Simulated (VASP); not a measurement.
Wanted: the native input for a VASP 6.6.1 run.

```
Task                   : single point
Functional             : PBE
Potentials or basis    : VASP PAW PBE potentials, release 64 (Zn, Se)
Cutoff                 : 520 eV
k mesh                 : 6 × 6 × 4
Occupations            : fermi-dirac, width 0.02 eV
Spin                   : no spin polarisation
Dipole correction      : no
Further INCAR settings : ALGO = Normal; EDIFF = 1e-07; NBANDS = 26
```

The structure of ZnSe lies in POSCAR:

```
ZnSe
1.0
    3.7796697619      0.0000000000      0.0000000000
   -1.8898348810      3.2732900317      0.0000000000
    0.0000000000      0.0000000000      6.1318974053
Zn Se
2 2
Direct
    0.0000000000      0.0000000000      0.0000000000
    0.0000000000      0.0000000000      0.5000000000
    0.3333333333      0.6666666667      0.2500000000
    0.6666666667      0.3333333333      0.7500000000
```

These files were run (other wordings do the same):

INCAR

```
PREC     = Accurate       # precision mode
ENCUT    = 520            # plane-wave cutoff, eV
EDIFF    = 1E-7           # SCF threshold, eV
ISMEAR   = -1             # smearing method
SIGMA    = 0.02           # smearing width, eV
LREAL    = False          # projectors in reciprocal space
LASPH    = True           # aspherical terms in the spheres
NELM     = 100            # most SCF steps
ALGO     = Normal         # electronic algorithm
ISIF     = 2              # what is computed and relaxed
LWAVE    = False          # write WAVECAR
LCHARG   = False          # write CHGCAR
GGA      = PE             # functional
NBANDS   = 26             # bands
```

KPOINTS

```
Automatic mesh
0
Gamma
  6 6 4
```

Potentials or basis: VASP PAW PBE potentials, release 64 (Zn, Se).

Run with:

```sh
$ cat potpaw_PBE.64/Zn/POTCAR potpaw_PBE.64/Se/POTCAR > POTCAR
$ mpirun -np 1 vasp_std > vasp.out
```

Results of the run:

```json
{
  "Pressure": "2.4 GPa",
  "Band gap on the k mesh": "zero (band 18 reaches 3.33 eV, above the bottom of band 19 at 2.90 eV)"
}
```

It took 34 s on 1 thread of AMD EPYC 7R43 64-Core Processor (Zen 3), on a shared host, peak memory 0.16 GiB.
